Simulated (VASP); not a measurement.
Set up this calculation in VASP 6.6.1, as the native input.

- Task: single point
- Functional: PBE
- Potentials or basis: VASP PAW PBE potentials, release 64 (Pt)
- Cutoff: 520 eV
- k mesh: 14 × 14 × 8
- Occupations: gaussian, width 0.15 eV
- Spin: no spin polarisation
- Dipole correction: no
- Further INCAR settings: ALGO = Fast; EDIFF = 1e-07; NBANDS = 17

The structure of Pt lies in POSCAR:

```
Pt
1.0
   -1.5814460448      1.5814460448      1.5814460448
    1.5814460448     -1.5814460448      1.5814460448
    3.1628920897      3.1628920897      0.0000000000
Pt
2
Direct
    0.0000000000      0.0000000000      0.0000000000
    0.5000000000      0.5000000000      0.5000000000
```

The input as run:

INCAR

```
SYSTEM = Pt
ALGO = Fast
EDIFF = 1E-7
ENCUT = 520
GGA = PE
ISIF = 2
ISMEAR = 0
LASPH = .True.
LCHARG = .True.
LELF = .True.
LREAL = .False.
LVHAR = .True.
LWAVE = .False.
NBANDS = 17
NELM = 100
PREC = Accurate
SIGMA = 0.15
```

KPOINTS

```
k-points
0
Gamma
  14 14 8
  0 0 0
```

Potentials or basis: VASP PAW PBE potentials, release 64 (Pt).

Command:

```bash
$ cat potpaw_PBE.64/Pt/POTCAR > POTCAR
$ mpirun -np 1 vasp_std > vasp.out
```

Results of the run:

```json
{"Pressure": "-0.2 GPa", "Band gap on the k mesh": "zero (band 10 reaches 11.20 eV, above the bottom of band 11 at 9.28 eV)"}
```

Caveat: spin-orbit coupling is left out, which moves the levels of the heavy elements.

Wall time 76 s on 1 thread of Intel Xeon 6975P-C (shared host), peak memory 0.24 GiB.
